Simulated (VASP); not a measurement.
# Ge (Cmcm) in VASP: a series of runs

The runs below take Ge through single point, with PBEsol.

Everything below comes from runs of VASP 6.6.1. Logs are shortened: lines on timing, memory, paths and dates and some standing lists are left out, and cuts for length are marked.

## 1. The cell of the first run

Symmetry: Cmcm, No. 63, orthorhombic system. Conventional cell: a = 2.976 Å, b = 5.189 Å, c = 4.728 Å, α = 90.00°, β = 90.00°, γ = 90.00°. Ge (site symmetry m2m) has 14 Ge at 2.81 to 3.71 Å within 3.8 Å.

## 2. Single point, PBEsol (atom 1 (Ge) moved by (-0.600, +0.000) A along y and z)

The input, INCAR:

```
SYSTEM = Ge
  PREC = Accurate
  ENCUT = 520
  EDIFF = 1E-6
  ISMEAR = 0
  SIGMA = 0.15
  LREAL = .FALSE.
  LASPH = .TRUE.
  NELM = 80
  ALGO = Normal
  ISIF = 2
  LWAVE = .FALSE.
  LCHARG = .TRUE.
  GGA = PS
  LELF = .TRUE.
  LVHAR = .TRUE.
  NBANDS = 21
```

The input, KPOINTS:

```
regular mesh
0
G
  18 18 10
  0 0 0
```

The input, POSCAR:

```
Ge
1.0
    1.4880529250     -2.5946896100      0.0000000000
    1.4880529250      2.5946896100      0.0000000000
    0.0000000000      0.0000000000      4.7275957900
Ge
2
Direct
    0.7821741359      0.2178258641      0.2500000000
    0.3334466300      0.6665533700      0.7500000000
```

Potentials or basis: VASP PAW PBE potentials, release 64 (Ge_d).

Started as:

```sh
$ cat potpaw_PBE.64/Ge_d/POTCAR > POTCAR
$ mpirun -np 1 vasp_std > vasp.out
```

OUTCAR:

```text
SYSTEM = Ge
   PREC = Accurate
   ENCUT = 520
   EDIFF = 1E-6
   ISMEAR = 0
   LREAL = .FALSE.
   LASPH = .TRUE.
   NELM = 80
   ISIF = 2
   GGA = PS

 ion  position               nearest neighbor table
   1  0.782  0.218  0.250-   2 2.81   2 2.81   2 2.81   2 2.81
   2  0.333  0.667  0.750-   1 2.81   1 2.81   1 2.81   1 2.81

  LATTYP: Found a base centered orthorhombic cell.
 ALAT       =     2.9761058500
 B/A-ratio  =     1.7436809984
 C/A-ratio  =     1.5885173540

  Lattice vectors:

 A1 = (   1.4880529250,  -2.5946896100,   0.0000000000)
 A2 = (   1.4880529250,   2.5946896100,   0.0000000000)
 A3 = (   0.0000000000,   0.0000000000,   4.7275957900)

Analysis of symmetry for initial positions (statically):
=====================================================================
 Subroutine PRICEL returns:
 Original cell was already a primitive cell.

 Routine SETGRP: Setting up the symmetry group for a
 base centered orthorhombic supercell.

 Subroutine GETGRP returns: Found  8 space group operations
 (whereof  2 operations were pure point group operations)
 out of a pool of  8 trial point group operations.

The static configuration has the point symmetry C_1h.
 The point group associated with its full space group is D_2h.

Analysis of symmetry for dynamics (positions and initial velocities):
=====================================================================
 Subroutine PRICEL returns:
 Original cell was already a primitive cell.

 Routine SETGRP: Setting up the symmetry group for a
 base centered orthorhombic supercell.

 Subroutine GETGRP returns: Found  8 space group operations
 (whereof  2 operations were pure point group operations)
 out of a pool of  8 trial point group operations.

The dynamic configuration has the point symmetry C_1h.
 The point group associated with its full space group is D_2h.

 Subroutine INISYM returns: Found  8 space group operations
 (whereof  2 operations are pure point group operations),
 and found     1 'primitive' translations

----------------------------------------------------------------------------------------

                                     Primitive cell

  volume of cell :      36.5068

  direct lattice vectors                    reciprocal lattice vectors
     1.488052925 -2.594689610  0.000000000     0.336009554 -0.192701277  0.000000000
     1.488052925  2.594689610  0.000000000     0.336009554  0.192701277  0.000000000
     0.000000000  0.000000000  4.727595790     0.000000000  0.000000000  0.211524006

  length of vectors
[... 81 lines left out ...]
   NELM   =     80;   NELMIN=  2; NELMDL= -5     # of ELM steps
   EDIFF  = 0.1E-05   stopping-criterion for ELM
   LREAL  =      F    real-space projection
   EDIFFG = 0.1E-04   stopping-criterion for IOM
   NSW    =      0    number of steps for IOM
   IBRION =     -1    ionic relax: 0-MD 1-quasi-New 2-CG
   NFREE  =      0    steps in history (QN), initial steepest desc. (CG)
   ISIF   =      2    stress and relaxation
   ISYM   =      2    0-nonsym 1-usesym 2-fastsym
   POTIM  = 0.5000    time-step for ionic-motion
   TEBEG  =    0.0;   TEEND  =   0.0 temperature during run
   PSTRESS=    0.0 pullay stress
   NELECT =      28.0000    total number of electrons
   NUPDOWN=      -1.0000    fix difference up-down
   EMIN   =  10.00;   EMAX   =-10.00  energy-range for DOS
   EFERMI =   0.00;   METHOD = LEGACY
   ISMEAR =     0;   SIGMA  =   0.15  broadening in eV -4-tet -1-fermi 0-gaus
   EFERMI_NEDOS =   21; number of points for ismear=-14 and -15
   IALGO  =     38    algorithm
   IMIX   =      4    mixing-type and parameters
     AMIX     =   0.40;   BMIX     =  1.00
     AMIX_MAG =   1.60;   BMIX_MAG =  1.00
  volume/ion in A,a.u.               =      18.25       123.18
  Fermi-wavevector in a.u.,A,eV,Ry     =   1.498544  2.831837 30.553703  2.245634
  Thomas-Fermi vector in A             =   2.610289
   LORBIT       =      0    0 simple, 1 ext, 2 COOP (PROOUT), +10 PAW based schemes
   GGA     = PS    functional components
   LHFCALC =     F    Hartree Fock is set to
   AEXX    =    0.0000 exact exchange contribution
   IVDW    =     0    specifies the selected vdW correction
   LEPSILON=     F    determine dielectric tensor
   LRPA    =     F    only Hartree local field effects (RPA)
 non-spin polarized calculation
 Gauss-broadening in eV      SIGMA  =   0.15
  energy-cutoff  :      520.00
  volume of cell :       36.51
 maximum number of plane-waves:      1014
   NGX = 11   NGY = 11   NGZ = 17

 number of electron      28.0000012 magnetization

 Free energy of the ion-electron system (eV)
  ---------------------------------------------------
  ext. energy  EPLUGINS =         0.00000000
  ---------------------------------------------------
  free energy    TOTEN  =        -9.30886532 eV

  energy without entropy =       -9.29849055  energy(sigma->0) =       -9.30367793

 E-fermi :   7.0031     XC(G=0): -11.5973

 val. band max:        7.0023119369   @ k =   0.3889   0.0000   0.2000
 cond. band min:       7.0037188669   @ k =  -0.4444   0.0556   0.0000
 fundamental gap:      0.0014069299
 Fermi energy:         7.0030963741

 k-point     1 :       0.0000    0.0000    0.0000
  band No.  band energies     occupation
      1     -17.6983      2.00000
      2     -17.6922      2.00000
      3     -17.6848      2.00000
      4     -17.6624      2.00000
      5     -17.6364      2.00000
      6     -17.6301      2.00000
[... 565 lines left out ...]
     20      19.5979      0.00000
     21      20.5559      0.00000

 [... further k-points ...]

------------------------ aborting loop because EDIFF is reached ----------------------------------------

  FORCE on cell =-STRESS in cart. coord.  units (eV):
  Direction    XX          YY          ZZ          XY          YZ          ZX
  --------------------------------------------------------------------------------------
  -------------------------------------------------------------------------------------
  Total        0.3224860     -0.4145663      0.6604378      0.0000000      0.0000000      0.0000000
  in kB       14.1529626    -18.1940951     28.9846728      0.0000000      0.0000000      0.0000000
  external PRESSURE =       8.3145134 kB  Pullay stress =       0.0000000 kB

 VOLUME and BASIS-vectors are now :
 -----------------------------------------------------------------------------
  energy-cutoff  :      520.00
  volume of cell :       36.51
      direct lattice vectors                 reciprocal lattice vectors
     1.488052925 -2.594689610  0.000000000     0.336009554 -0.192701277  0.000000000
     1.488052925  2.594689610  0.000000000     0.336009554  0.192701277  0.000000000
     0.000000000  0.000000000  4.727595790     0.000000000  0.000000000  0.211524006

 POSITION                                       TOTAL-FORCE (eV/Angst)
 -----------------------------------------------------------------------------------
      1.48805     -1.46431      1.18190         0.000000      0.026185      0.000000
      1.48805      0.86431      3.54570         0.000000     -0.026185     -0.000000
 -----------------------------------------------------------------------------------
    total drift:                               -0.000000      0.000013      0.000000

  FREE ENERGIE OF THE ION-ELECTRON SYSTEM (eV)
  ---------------------------------------------------
  free  energy   TOTEN  =        -9.3088653166 eV

  energy  without entropy=       -9.2984905473  energy(sigma->0) =       -9.30367793
```

stdout:

```text
POSCAR found type information on POSCAR Ge
 POSCAR found :  1 types and       2 ions
 scaLAPACK will be used
 -----------------------------------------------------------------------------
|                                                                             |
|                                                                             |
|     You enforced a specific xc type in the INCAR file but a different       |
|     I HOPE YOU KNOW WHAT YOU ARE DOING!                                     |
|                                                                             |
 -----------------------------------------------------------------------------

 LDA part: xc-table for (Slater+PW92), standard interpolation
 POSCAR, INCAR and KPOINTS ok, starting setup
 FFT: planning ... GRIDC
 FFT: planning ... GRID_SOFT
 FFT: planning ... GRID
 WAVECAR not read
 entering main loop
```

Run time: 8.5 min. Hardware: 1 thread of Intel Xeon 8259CL, shared host; peak memory 0.39 GiB.

What came out:

```yaml
Free_energy: -9.3089 eV
Pressure: 0.8 GPa
Largest_force: 0.026 eV/Å
Band_gap_on_the_k_mesh: zero (bands 14 and 15 overlap by 9.14 eV)
```

Forces in eV/Å, atoms in the order of the input:
```
Ge   0.000  0.026  0.000
Ge   0.000 -0.026  0.000
```

Caveat: the cell differs from its parent crystal (atom 1 (Ge) moved by (-0.600, +0.000) A along y and z); the PAW data sets were made with another functional, which shifts forces and pressure a little.

## 3. Single point, PBEsol (atom 1 (Ge) moved by (+0.600, +0.000) A along y and z)

The input, INCAR:

```
ALGO = Normal ; EDIFF = 1E-6
ENCUT = 520 ; GGA = PS
ISIF = 2 ; ISMEAR = 0
LASPH = T ; LCHARG = F
LREAL = F ; LWAVE = F
NBANDS = 21 ; NELM = 60
PREC = Accurate ; SIGMA = 0.15
```

The input, KPOINTS:

```
k-points
0
Gamma
  18 18 10
```

POSCAR: that of step 2 with these lines changed.

```diff
@@ -8,3 +8,3 @@
 Direct
-    0.7821741359      0.2178258641      0.2500000000
+    0.5509326041      0.4490673959      0.2500000000
     0.3334466300      0.6665533700      0.7500000000
```

Potentials or basis: VASP PAW PBE potentials, release 64 (Ge_d).

Started as:

```sh
$ cat potpaw_PBE.64/Ge_d/POTCAR > POTCAR
$ mpirun -np 1 vasp_std > vasp.out
```

It took 7.9 min on 1 thread of Intel Xeon 8259CL, shared host; peak memory 0.39 GiB.

It converged, with:

```yaml
Free_energy: -9.3214 eV
Pressure: 1.1 GPa
Largest_force: 0.049 eV/Å
Band_gap_on_the_k_mesh: zero (bands 14 and 15 overlap by 9.09 eV)
```

Forces on the atoms (eV/Å):
```
Ge   0.000 -0.049  0.000
Ge   0.000  0.049  0.000
```

Stress tensor (GPa, compression positive):
```
-2.10  0.00  0.00
 0.00  0.08  0.00
 0.00  0.00  5.31
```

Levels at points of the mesh, in eV from the Fermi level:
| k point | band 12 | band 13 | band 14 | band 15 | band 16 | band 17 |
| --- | --- | --- | --- | --- | --- | --- |
| (0.00, 0.00, 0.00) | -7.52 | -5.73 | 6.25 | 7.19 | 8.04 | 8.40 |
| (0.50, 0.00, 0.00) | -6.55 | -2.66 | -1.85 | -1.16 | 2.55 | 2.95 |
| (0.50, 0.50, 0.00) | -7.52 | -1.93 | -1.65 | -0.95 | 0.84 | 2.55 |
| (0.00, 0.00, 0.50) | -11.82 | 1.77 | 1.77 | 7.50 | 7.50 | 7.87 |
| (0.50, 0.00, 0.50) | -7.41 | -4.66 | -4.66 | 3.52 | 3.52 | 5.85 |
| (0.50, 0.50, 0.50) | -7.11 | -5.24 | -5.24 | 4.20 | 4.20 | 5.28 |

Caveat: the cell differs from its parent crystal (atom 1 (Ge) moved by (+0.600, +0.000) A along y and z); the stress differs along the axes, from -2 to 5 GPa; the PAW data sets were made with another functional, which shifts forces and pressure a little.
